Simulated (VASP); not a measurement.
Set up this calculation in VASP 6.6.1, as the native input.

| Item | Value |
| --- | --- |
| Task | relaxation of cell and atoms |
| Functional | PBE |
| Potentials or basis | VASP PAW PBE potentials, release 64 (Be, Cd, Re) |
| Cutoff | 600 eV |
| k mesh | 6 × 6 × 4 |
| Occupations | gaussian, width 0.1 eV |
| Spin | no spin polarisation |
| Dipole correction | no |
| Further INCAR settings | ALGO = Normal; EDIFF = 1e-07; IBRION = 2; EDIFFG = -0.04; NSW = 90; ISIF = 3 |

The structure of BeCdRe lies in POSCAR:

```
BeCdRe
1.0
    3.6292901268      0.0000000000      0.0000000000
    0.0000000000      3.6292901268      0.0000000000
    0.0000000000      0.0000000000      6.3870980888
Be Cd Re
2 2 2
Direct
    0.5000000000      0.0000000000      0.2055000000
    0.0000000000      0.5000000000      0.7945000000
    0.5000000000      0.0000000000      0.6485000000
    0.0000000000      0.5000000000      0.3515000000
    0.0000000000      0.0000000000      0.0000000000
    0.5000000000      0.5000000000      0.0000000000
```

The input as run:

INCAR

```
SYSTEM = BeCdRe
ALGO     = Normal         ! electronic algorithm
EDIFF    = 1E-7           ! SCF threshold, eV
EDIFFG   = -0.04          ! ionic threshold
ENCUT    = 600            ! plane-wave cutoff, eV
GGA      = PE             ! functional
IBRION   = 2              ! ionic algorithm
ISIF     = 3              ! what is computed and relaxed
ISMEAR   = 0              ! smearing method
LASPH    = .True.         ! aspherical terms in the spheres
LCHARG   = .False.        ! write CHGCAR
LREAL    = .False.        ! projectors in reciprocal space
LWAVE    = .False.        ! write WAVECAR
NELM     = 60             ! most SCF steps
NSW      = 90             ! ionic steps
PREC     = Accurate       ! precision mode
SIGMA    = 0.1            ! smearing width, eV
```

KPOINTS

```
k-points
0
Gamma
  6 6 4
  0 0 0
```

Potentials or basis: VASP PAW PBE potentials, release 64 (Be, Cd, Re).

The run is started by

```console
$ cat potpaw_PBE.64/Be/POTCAR potpaw_PBE.64/Cd/POTCAR potpaw_PBE.64/Re/POTCAR > POTCAR
$ mpirun -np 1 vasp_std > vasp.out
```

It gave:

```yaml
Relaxed_volume: 15.39 Å³/atom
Relaxed_cell: a = 3.687 Å, b = 3.687 Å, c = 6.794 Å, α = 90.00°, β = 90.00°, γ = 90.00°
Space_group_after_relaxing_to_0.1_Å: P4/nmm (No. 129)
Energy_gained_by_relaxing: 238.1 meV/atom
Ionic_steps: 15
Pressure_after_relaxing: 0.0 GPa
Largest_force_after_relaxing: 0.028 eV/Å
Band_gap_on_the_k_mesh: zero (bands 21 and 22 overlap by 2.56 eV)
```

Caveat: spin-orbit coupling is left out, which moves the levels of the heavy elements.

Wall time 11 min on 1 thread of Intel(R) Xeon(R) Platinum 8488C (Sapphire Rapids), with other jobs on the host, peak memory 0.26 GiB.
